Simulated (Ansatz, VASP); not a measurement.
**Bi3O in VASP and in Ansatz**

File INCAR:

```
SYSTEM = Bi3O
PREC = Accurate
ENCUT = 600
EDIFF = 1E-7
ISMEAR = 0
SIGMA = 0.1
LREAL = .FALSE.
LASPH = .TRUE.
NELM = 120
ALGO = Normal
ISIF = 3
LWAVE = .FALSE.
LCHARG = .FALSE.
GGA = PE
IBRION = 2
NSW = 90
EDIFFG = -0.04
GGA_COMPAT = .FALSE.
NELMIN = 4
```

KPOINTS

```
regular mesh
0
G
  4 4 4
  0 0 0
```

File POSCAR:

```
Bi3O
1.0
    4.8756972080      0.0000000000      0.0000000000
    0.0000000000      4.8756972080      0.0000000000
    0.0000000000      0.0000000000      4.5686992323
Bi O
3 1
Direct
    0.0000000000      0.0000000000      0.5000000000
    0.5000000000      0.0000000000      0.0000000000
    0.0000000000      0.5000000000      0.0000000000
    0.5000000000      0.5000000000      0.0000000000
```

Input for Ansatz:

```yaml
crystal:
  lattice:
    - [4.875697208, 0.0, 0.0]
    - [0.0, 4.875697208, 0.0]
    - [0.0, 0.0, 4.5686992323]
  atoms:
    - { symbol: Bi, position: [0.0, 0.0, 0.5] }
    - { symbol: Bi, position: [0.5, 0.0, 0.0] }
    - { symbol: Bi, position: [0.0, 0.5, 0.0] }
    - { symbol: O, position: [0.5, 0.5, 0.0] }
basis:
  ecutwfc: 420
kpoints:
  mp_grid: { grid: [4, 4, 4] }
hamiltonian:
  xc: pbe
scf:
  occupations: { method: gaussian, width: 0.1 }
  lower_state_search: "off"
output:
  forces: true
  stress: true
  eigenvalues: true
relax:
  adjacent_minimum: "off"
  f_tol: 0.04
  max_steps: 70
  cell: { stress_tol: 0.4 }
```

Alike in both runs: task relaxation of cell and atoms; functional PBE; k mesh 4 × 4 × 4; occupations gaussian, width 0.1 eV; no spin polarisation.

|  | VASP | Ansatz |
| --- | --- | --- |
| version | VASP 6.6.1 | Ansatz 0.2.0 |
| potentials or method | VASP PAW PBE potentials, release 64 (Bi_d, O), cutoff 600 eV | scalar-relativistic, plane waves, PAW |
| valence electrons in the cell | 51 | 51 |

|  | VASP | Ansatz | Ansatz less VASP |
| --- | --- | --- | --- |
| gap on the k mesh at the Fermi level, each at its own relaxed structure (eV) | none | none | - |
| relaxed volume (Å³/atom) | 27.75 | 27.79 | +0.043 |
| relaxed length of the cell vector where the two differ most in proportion (Å) | 4.592 | 4.603 | +0.0108 |

A gap of «none» marks a metal or a gap that the smearing closes.

Neither program's run includes spin-orbit coupling.
